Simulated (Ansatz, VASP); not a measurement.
# Two plane-wave programs on K3OF

```xyz
5
Lattice="5.0245 0.0000 0.0000 0.0000 5.0245 0.0000 0.0000 0.0000 5.0245" Properties=species:S:1:pos:R:3 pbc="T T T"
F     0.0000    0.0000    0.0000
O     2.5122    2.5122    2.5122
K     2.5122    2.5122    0.0000
K     2.5122    0.0000    2.5122
K     0.0000    2.5122    2.5122
```

Alike in both runs: task single point; functional PBE; k mesh 4 × 4 × 4; no spin polarisation.

|  | VASP | Ansatz |
| --- | --- | --- |
| version | VASP 6.6.1 | Ansatz 0.2.0 |
| potentials or method | VASP PAW PBE potentials, release 64 (F, O, K_sv) | plane waves, PAW |
| plane-wave cutoff (eV) | 520 | 420 |
| occupations | gaussian, width 0.01 eV | fixed |
| valence electrons in the cell | 40 | 40 |

Ansatz gave:

| Property | Result |
| --- | --- |
| gap on the k mesh at the Fermi level (eV) | 0.88 |
| pressure (GPa) | 1.4 |

**Question.** Which values does VASP return?

**Answer.** gap on the k mesh at the Fermi level (eV): 0.87; pressure (GPa): 1.5.
